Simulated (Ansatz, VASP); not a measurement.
**Two plane-wave programs on O**

```
O
1.0
     2.83227   -1.65126    0.00000
     2.83227    1.65126    0.00000
    -2.37842    0.00000    3.62257
O
2
Direct
  0.97455 0.97455 0.84443
  0.02545 0.02545 0.15557
```

Alike in both runs: task single point; functional r2SCAN; k mesh 10 × 10 × 7; occupations fermi-dirac, width 0.05 eV; no spin polarisation.

```csv
,VASP,Ansatz
version,VASP 6.6.1,Ansatz 0.2.0
potentials or method,"VASP PAW PBE potentials, release 64 (O)",Ansatz PAW
plane-wave cutoff (eV),520,500
valence electrons in the cell,12,12
```

|  | VASP | Ansatz | Ansatz less VASP |
| --- | --- | --- | --- |
| gap on the k mesh at the Fermi level (eV) | none | none | - |
| pressure (GPa) | -1.5 | -3.8 | -2.28 |
| traceless stress, the component that is largest in VASP (GPa) | -3.36 | -0.79 | +2.576 |
| rms of the force components (eV/Å) | 0.530 | 0.283 | -0.2466 |

VASP's potentials were made for PBE, not for r2SCAN. Atom by atom the forces differ by 0.787 eV/Å (rms over components). A gap of «none» marks a metal or a gap that the smearing closes.

Noted on VASP's run: the standard files for N, O and F lose accuracy on very short bonds; spin is off for a triplet molecule. Noted on Ansatz's run: spin is off for a triplet molecule.
